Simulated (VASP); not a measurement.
**Ta: single point with PBEsol**

Ta:

```
Ta
1.0
    -1.55391    1.55391    1.86470
     1.55391   -1.55391    1.86470
     1.55391    1.55391   -1.86470
Ta
1
Cartesian
  0.0000 0.0000 0.0000
```

This cell differs from its parent crystal: ratio of the length along z to the lengths across it x 1.2, volume and fractional coordinates fixed.

```json
{
 "Program": "VASP 6.6.1",
 "Task": "single point",
 "Functional": "PBEsol",
 "Potentials or basis": "VASP PAW PBE potentials, release 64 (Ta_pv)",
 "Cutoff": "520 eV",
 "k mesh": "22 × 22 × 22",
 "Occupations": "gaussian, width 0.15 eV",
 "Spin": "no spin polarisation"
}
```

```yaml
Pressure: -1.1 GPa
```

Stress tensor (GPa, compression positive):
```
  4.17   0.00   0.00
  0.00   4.17   0.00
  0.00   0.00 -11.61
```

Levels at points of the mesh, in eV from the Fermi level:
```csv
k point,band 3,band 4,band 5,band 6,band 7,band 8
"(0.00, 0.00, 0.00)",-33.18,-8.10,0.22,0.22,2.16,2.22
"(0.50, 0.00, 0.00)",-33.23,-4.58,-0.75,1.14,1.83,5.42
"(0.50, 0.50, 0.00)",-33.36,-4.49,-2.92,2.40,5.58,5.88
"(0.50, 0.50, 0.50)",-33.82,-4.25,-3.65,5.60,6.31,6.96
```

Wall time 3.5 min on 1 thread of Intel Xeon 6975P-C, with other jobs on the host, peak memory 0.29 GiB.

Caveat: the PAW data sets were made with another functional, which shifts forces and pressure a little; spin-orbit coupling is left out, which moves the levels of the heavy elements.
